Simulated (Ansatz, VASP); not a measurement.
InF in VASP and in Ansatz

Contents of INCAR:

```
PREC = Accurate
ENCUT = 520
EDIFF = 1E-8
ISMEAR = -1
SIGMA = 0.05
LREAL = F
LASPH = T
NELM = 60
ALGO = Normal
ISIF = 2
LWAVE = F
LCHARG = F
GGA = PE
LEFG = T
NBANDS = 17
```

KPOINTS

```
regular mesh
0
Gamma
  13 13 13
```

POSCAR

```
InF
1.0
    0.0000000000      2.9436742648      2.9436742648
    2.9436742648      0.0000000000      2.9436742648
    2.9436742648      2.9436742648      0.0000000000
In F
1 1
Direct
    0.0000000000      0.0000000000      0.0000000000
    0.2500000000      0.2500000000      0.2500000000
```

Input for Ansatz:

```yaml
crystal:
  lattice:
    - [0.0, 2.9436742648, 2.9436742648]
    - [2.9436742648, 0.0, 2.9436742648]
    - [2.9436742648, 2.9436742648, 0.0]
  atoms:
    - { symbol: In, position: [0.0, 0.0, 0.0] }
    - { symbol: F, position: [0.25, 0.25, 0.25] }
kpoints:
  mp_grid: { grid: [13, 13, 13] }
scf:
  occupations: { method: fermi_dirac, width: 0.05 }
hamiltonian:
  xc: pbe
  pseudopotentials: { kind: paw }
output:
  forces: true
  stress: true
  eigenvalues: true
  efg: { contact_densities: true }
```

Change from the starting cell: volume scaled by 0.9405, PAW files.

Alike in both runs: task electric field gradients; functional PBE; k mesh 13 × 13 × 13; occupations fermi-dirac, width 0.05 eV; no spin polarisation.

|  | VASP | Ansatz |
| --- | --- | --- |
| version | VASP 6.6.1 | Ansatz 0.2.0 |
| potentials or method | VASP PAW PBE potentials, release 64 (In_d, F) | PAW with Ansatz's default frozen-core files, scalar-relativistic |
| plane-wave cutoff (eV) | 520 | 420 |
| valence electrons in the cell | 20 | 20 |

```tsv
	VASP	Ansatz	Ansatz less VASP
pressure (GPa)	1.4	1.6	+0.11
```
